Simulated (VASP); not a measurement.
Write the native input for VASP 6.6.1 that does the following.

| Quantity | Value |
| --- | --- |
| Task | single point |
| Functional | r2SCAN |
| Potentials or basis | VASP PAW PBE potentials, release 64 (Os) |
| Cutoff | 520 eV |
| k mesh | 13 × 13 × 7 |
| Occupations | fermi-dirac, width 0.1 eV |
| Spin | no spin polarisation |
| Dipole correction | no |
| Further INCAR settings | ALGO = Normal; EDIFF = 1e-07; NBANDS = 15 |

Crystal: Os.

```
Os
1.0
     2.73938    0.00000    0.00000
    -1.36969    2.37237    0.00000
     0.00000    0.00000    4.31382
Os
2
Direct
  0.33333 0.66667 0.25000
  0.66667 0.33333 0.75000
```

The input as run:

POSCAR

```
Os
1.0
    2.7393806551      0.0000000000      0.0000000000
   -1.3696903275      2.3723732379      0.0000000000
    0.0000000000      0.0000000000      4.3138178725
Os
2
Direct
    0.3333333333      0.6666666667      0.2500000000
    0.6666666667      0.3333333333      0.7500000000
```

INCAR.step1

```
PREC = Accurate
ENCUT = 520
ISMEAR = -1
SIGMA = 0.1
LREAL = False
LASPH = True
NELM = 80
NBANDS = 15
GGA = PE
ALGO = Normal
EDIFF = 1E-4
LWAVE = True
LCHARG = False
```

INCAR.step2

```
PREC = Accurate
ENCUT = 520
EDIFF = 1E-7
ISMEAR = -1
SIGMA = 0.1
LREAL = False
LASPH = True
NELM = 80
ALGO = Normal
ISIF = 2
LWAVE = False
LCHARG = False
METAGGA = R2SCAN
LMIXTAU = True
NBANDS = 15
ISTART = 1
```

KPOINTS

```
regular mesh
0
Gamma
  13 13 7
```

Potentials or basis: VASP PAW PBE potentials, release 64 (Os).

The run is started by

```sh
$ cat potpaw_PBE.64/Os/POTCAR > POTCAR
$ cp INCAR.step1 INCAR
$ mpirun -np 1 vasp_std > vasp.out
$ cp INCAR.step2 INCAR
$ mpirun -np 1 vasp_std > vasp.out
```

Results of the run:

* Pressure: 1.0 GPa
* Band gap on the k mesh: zero (bands 8 and 9 overlap by 3.97 eV)

Caveat: the PAW data sets were made with another functional, which shifts forces and pressure a little; spin-orbit coupling is left out, which moves the levels of the heavy elements.

Wall time 2.7 min on 1 thread of Intel Xeon 8259CL, on a shared host, peak memory 0.16 GiB.
